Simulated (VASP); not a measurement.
SnO:

```
CELL_PARAMETERS angstrom
3.83895 0.00000 0.00000
0.00000 3.83895 0.00000
0.00000 0.00000 4.91928
ATOMIC_POSITIONS crystal
Sn 0.50000 0.00000 0.76463
Sn 0.00000 0.50000 0.23537
O 0.00000 0.00000 0.00000
O 0.50000 0.50000 0.00000
```

Base run:

| Property | Result |
| --- | --- |
| Program | VASP 6.6.1 |
| Functional | BLYP |
| Potentials or basis | VASP PAW PBE potentials, release 64 (Sn_d, O) |
| Cutoff | 520 eV |
| k mesh | 7 × 7 × 6 |
| Occupations | fermi-dirac, width 0.05 eV |
| Spin | no spin polarisation |

Its results: band gap on the k mesh 0.64 eV (least direct gap 2.17 eV); pressure 6.3 GPa; largest force 0.370 eV/Å.

Problem. The run is repeated on the same cell with these changes: functional from BLYP to revPBE; cutoff from 520 eV to 600 eV; dispersion from none to D4. What comes out?

Solution. Band gap on the k mesh 0.45 eV (least direct gap 2.03 eV); pressure 0.0 GPa; largest force 0.346 eV/Å.

Several settings changed at once.

Caveats: the PAW data sets were made with another functional, which shifts forces and pressure a little; spin-orbit coupling is left out, which moves the levels of the heavy elements; an odd mesh through Γ misses points on the zone boundary, where band edges can lie; the cell stands under pressure (at least some runs).
